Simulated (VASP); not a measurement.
BiTe, 2 atoms in the cell. It takes space group I4mm (No. 107, tetragonal). The conventional cell has a = 4.598 Å, b = 4.598 Å, c = 6.806 Å, α = 90.00°, β = 90.00°, γ = 90.00°. Bi (site symmetry 4mm) has 6 Te at 3.22 to 3.59 Å within 4.2 Å. Within 4.2 Å of Te (site symmetry 4mm) lie 6 Bi at 3.22 to 3.59 Å.  This cell differs from its parent crystal: atoms displaced along a vibrational mode, the cell strained.

```yaml
Program: VASP 6.6.1
Task: single point
Functional: PBE
Potentials_or_basis: VASP PAW PBE potentials, release 64 (Bi_d, Te)
Cutoff: 520 eV
k_mesh: 12 × 12 × 12
Occupations: gaussian, width 0.15 eV
Spin: no spin polarisation
Dipole_correction: no
Further_INCAR_settings: ALGO = Normal; EDIFF = 1e-06; NBANDS = 18
```

Potentials or basis: VASP PAW PBE potentials, release 64 (Bi_d, Te).

The run is started by

```console
$ cat potpaw_PBE.64/Bi_d/POTCAR potpaw_PBE.64/Te/POTCAR > POTCAR
$ mpirun -np 1 vasp_std > vasp.out
```

Hardware: 1 thread of Intel(R) Xeon(R) Platinum 8259CL CPU @ 2.50GHz (Skylake/Cascade Lake), with other jobs on the host.

How long does it take, and how much memory?

It took 2.3 min on 1 thread of Intel(R) Xeon(R) Platinum 8259CL CPU @ 2.50GHz (Skylake/Cascade Lake), with other jobs on the host, peak memory 0.36 GiB. Counts: scf iterations 12, k points 163.
